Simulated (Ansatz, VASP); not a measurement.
## ScSi2O3 in VASP and in Ansatz

File INCAR:

```
SYSTEM = ScSi2O3
PREC = Accurate ; ENCUT = 600
EDIFF = 1E-7 ; ISMEAR = 0
SIGMA = 0.1 ; LREAL = .False.
LASPH = .True. ; NELM = 80
ALGO = Normal ; ISIF = 3
LWAVE = .False. ; LCHARG = .False.
GGA = PE ; IBRION = 2
NSW = 90 ; EDIFFG = -0.04
```

File KPOINTS:

```
Automatic mesh
0
Gamma
  6 6 4
  0 0 0
```

POSCAR

```
ScSi2O3
1.0
    3.1728226500      0.0000000000      0.0000000000
    0.0000000000      3.1728226500      0.0000000000
    0.0000000000      0.0000000000      6.7467778400
Sc Si O
1 2 3
Direct
    0.0000000000      0.0000000000      0.6217470200
    0.5000000000      0.5000000000      0.7365469900
    0.0000000000      0.0000000000      0.2648670100
    0.5000000000      0.0000000000      0.9998509900
    0.0000000000      0.5000000000      0.9998509900
    0.5000000000      0.5000000000      0.3771390000
```

Input for Ansatz:

```yaml
crystal:
  lattice:
    - [3.17282265, 0.0, 0.0]
    - [0.0, 3.17282265, 0.0]
    - [0.0, 0.0, 6.74677784]
  atoms:
    - { symbol: Sc, position: [0.0, 0.0, 0.62174702] }
    - { symbol: Si, position: [0.5, 0.5, 0.73654699] }
    - { symbol: Si, position: [0.0, 0.0, 0.26486701] }
    - { symbol: O, position: [0.5, 0.0, 0.99985099] }
    - { symbol: O, position: [0.0, 0.5, 0.99985099] }
    - { symbol: O, position: [0.5, 0.5, 0.377139] }
basis:
  ecutwfc: 420
kpoints:
  mp_grid: { grid: [6, 6, 4] }
hamiltonian:
  xc: pbe
scf:
  occupations: { method: gaussian, width: 0.1 }
  lower_state_search: "off"
output:
  forces: true
  stress: true
  eigenvalues: true
relax:
  adjacent_minimum: "off"
  f_tol: 0.04
  max_steps: 70
  cell: { stress_tol: 0.4 }
```

Change from the starting cell: species swapped into the Zr2As3Se type (P4mm, No. 99).

Alike in both runs: task relaxation of cell and atoms; functional PBE; k mesh 6 × 6 × 4; occupations gaussian, width 0.1 eV; no spin polarisation.

```csv
,VASP,Ansatz
version,VASP 6.6.1,Ansatz 0.2.0
potentials or method,"VASP PAW PBE potentials, release 64 (Sc_sv, Si, O), cutoff 600 eV","scalar-relativistic, plane waves, PAW"
valence electrons in the cell,37,37
```

|  | VASP | Ansatz | Ansatz less VASP |
| --- | --- | --- | --- |
| gap on the k mesh at the Fermi level, each at its own relaxed structure (eV) | none | none | - |
| relaxed volume (Å³/atom) | 13.48 | 13.50 | +0.026 |
| relaxed cell length with the largest relative difference (Å) | 7.835 | 7.861 | +0.0264 |

A gap of «none» marks a metal or a gap that the smearing closes.

Noted on VASP's run: the volume moved by over 15 % at a fixed basis, so the end points are rough.
